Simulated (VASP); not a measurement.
A run of VASP 6.6.1 is set up as follows.

INCAR

```
SYSTEM = Yb
ALGO = Normal
EDIFF = 1E-6
ENCUT = 520
GGA = PS
ISIF = 2
ISMEAR = -1
ISPIN = 2
LASPH = .True.
LCHARG = .False.
LMAXMIX = 6
LORBIT = 11
LREAL = .False.
LWAVE = .False.
MAGMOM = 1 1
NBANDS = 35
NELM = 150
PREC = Accurate
SIGMA = 0.05
```

File KPOINTS:

```
k-points
0
Gamma
  8 8 4
  0 0 0
```

Contents of POSCAR:

```
Yb
1.0
    3.9055954508      0.0000000000      0.0000000000
   -1.9527977254      3.3823448773      0.0000000000
    0.0000000000      0.0000000000      6.4281919610
Yb
2
Direct
    0.6666666667      0.3333333333      0.7500000000
    0.3333333333      0.6666666667      0.2500000000
```

Potentials or basis: VASP PAW PBE potentials, release 64 (Yb).

Launch:

```bash
$ cat potpaw_PBE.64/Yb/POTCAR > POTCAR
$ mpirun -np 1 vasp_std > vasp.out
```

Q: What does it give for the pressure?

A: -4.9 GPa.

Q: Estimate the band gap on the k mesh.

A: Zero (filled and empty bands overlap).

Q: Predict the net moment.

A: 0.00 μB per cell.

Stress tensor (GPa, compression positive):
```
-4.83  0.00  0.00
 0.00 -4.83  0.00
 0.00  0.00 -4.96
```

Caveat: the cell stands under tension; the PAW data sets were made with another functional, which shifts forces and pressure a little; spin-orbit coupling is left out, which moves the levels of the heavy elements. The state reached can hang on the start; a lower one may exist.
